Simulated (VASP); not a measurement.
Si3N4:

```
Si N
1.0
     7.60454    0.00000    0.00000
    -3.80227    6.58573    0.00000
     0.00000    0.00000    2.90520
Si N
6 8
Cartesian
  -1.3794 5.4329 2.1789
  2.2098 1.5218 0.7263
  4.0153 3.9110 0.7263
  -0.2130 2.6747 2.1789
  1.5924 5.0639 2.1789
  5.1817 1.1529 0.7263
  0.0000 4.3905 2.1789
  3.8023 2.1952 0.7263
  4.8233 4.4115 2.1789
  -1.4088 6.3829 0.7263
  2.4298 4.6143 0.7263
  1.3724 1.9714 2.1789
  -1.0210 2.1743 0.7263
  5.2111 0.2029 2.1789
```

- Program: VASP 6.6.1
- Task: relaxation of cell and atoms
- Functional: PBE
- Potentials or basis: VASP PAW PBE potentials, release 64 (Si, N)
- Cutoff: 600 eV
- k mesh: 6 × 6 × 8
- Occupations: fermi-dirac, width 0.02 eV
- Spin: no spin polarisation

At the start: pressure 5.3 GPa; volume 10.39 Å³/atom.

**Question.** How do energy, volume and symmetry change on relaxing?

**Answer.** Over 8 steps the energy falls by 3.6 meV/atom and the volume is 10.62 Å³/atom (+2.1 %); space group P6_3/m (No. 176, to 0.1 Å) before and after.

Step by step:
```tsv
step	energy change (eV)	largest force (eV/Å)	pressure (GPa)	volume (Å³)
1	0.0000	0.0437	5.34	145.50
2	0.0391	0.0601	-6.51	152.91
3	-0.0510	0.0153	-0.03	148.62
4	-0.0510	0.0150	0.08	148.56
5	-0.0510	0.0115	0.07	148.57
6	-0.0510	0.0105	0.07	148.57
7	-0.0510	0.0096	-0.08	148.66
8	-0.0511	0.0041	0.00	148.62
```

Final structure:
```
Si N
1.0
     7.65999    0.00000    0.00000
    -3.82999    6.63375    0.00000
     0.00000    0.00000    2.92470
Si N
6 8
Direct
  0.23118 0.82505 0.75000
  0.40613 0.23118 0.25000
  0.82505 0.59387 0.25000
  0.17495 0.40613 0.75000
  0.59387 0.76882 0.75000
  0.76882 0.17495 0.25000
  0.33333 0.66667 0.75000
  0.66667 0.33333 0.25000
  0.96927 0.66999 0.75000
  0.29928 0.96927 0.25000
  0.66999 0.70072 0.25000
  0.33001 0.29928 0.75000
  0.03073 0.33001 0.25000
  0.70072 0.03073 0.75000
```
